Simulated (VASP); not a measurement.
**AlNi: single point with PBE**

Crystal: AlNi.

```xyz
2
Lattice="2.8810 0.0000 0.0000 0.0000 2.8810 0.0000 0.0000 0.0000 2.8810" Properties=species:S:1:pos:R:3 pbc="T T T"
Al    0.0000    0.0000    0.0000
Ni    1.4405    1.4405    1.4405
```

```yaml
Program: VASP 6.6.1
Task: single point
Functional: PBE
Potentials_or_basis: VASP PAW PBE potentials, release 64 (Al, Ni)
Cutoff: 520 eV
k_mesh: 6 × 6 × 6
Occupations: fermi-dirac, width 0.1 eV
Spin: collinear spin, ferromagnetic start
Starting_moments: "[0.0, 1.5] μB"
Dipole_correction: no
Further_INCAR_settings: ALGO = Normal; EDIFF = 1e-07; NBANDS = 18
```

The pressure is 2.4 GPa and the net moment is 0.00 μB per cell. The valence electrons inside the program's atomic spheres are Al 0.80; Ni 9.46.

Levels at points of the mesh, in eV from the Fermi level:
Spin up:
| k point | band 5 | band 6 | band 7 | band 8 | band 9 | band 10 |
| --- | --- | --- | --- | --- | --- | --- |
| (0.00, 0.00, 0.00) | -1.63 | -1.63 | 5.44 | 5.44 | 5.44 | 8.06 |
| (0.50, 0.00, 0.00) | -2.33 | -1.54 | -0.73 | 8.22 | 9.96 | 9.96 |
| (0.50, 0.50, 0.00) | -2.16 | -2.16 | -1.10 | 1.41 | 2.39 | 12.22 |
| (0.50, 0.50, 0.50) | -1.07 | 1.94 | 1.94 | 1.94 | 3.63 | 4.37 |
Spin down:
| k point | band 4 | band 5 | band 6 | band 7 | band 8 | band 9 | band 10 | band 11 |
| --- | --- | --- | --- | --- | --- | --- | --- | --- |
| (0.00, 0.00, 0.00) | -1.63 | -1.63 | -1.63 | 5.44 | 5.44 | 5.44 | 8.06 | 8.06 |
| (0.50, 0.00, 0.00) | -2.33 | -2.33 | -1.54 | -0.73 | 8.22 | 9.96 | 9.96 | 10.82 |
| (0.50, 0.50, 0.00) | -2.95 | -2.16 | -2.16 | -1.10 | 1.41 | 2.39 | 12.22 | 15.07 |
| (0.50, 0.50, 0.50) | -1.07 | -1.07 | 1.94 | 1.94 | 1.94 | 3.63 | 4.37 | 4.37 |

Wall time 11 s on 1 thread of Intel(R) Xeon(R) Platinum 8488C (Sapphire Rapids) (shared host), peak memory 0.15 GiB.

Caveat: the k points lie up to 0.36 Å⁻¹ apart; the starting moments collapsed, and a magnetic state may lie lower.
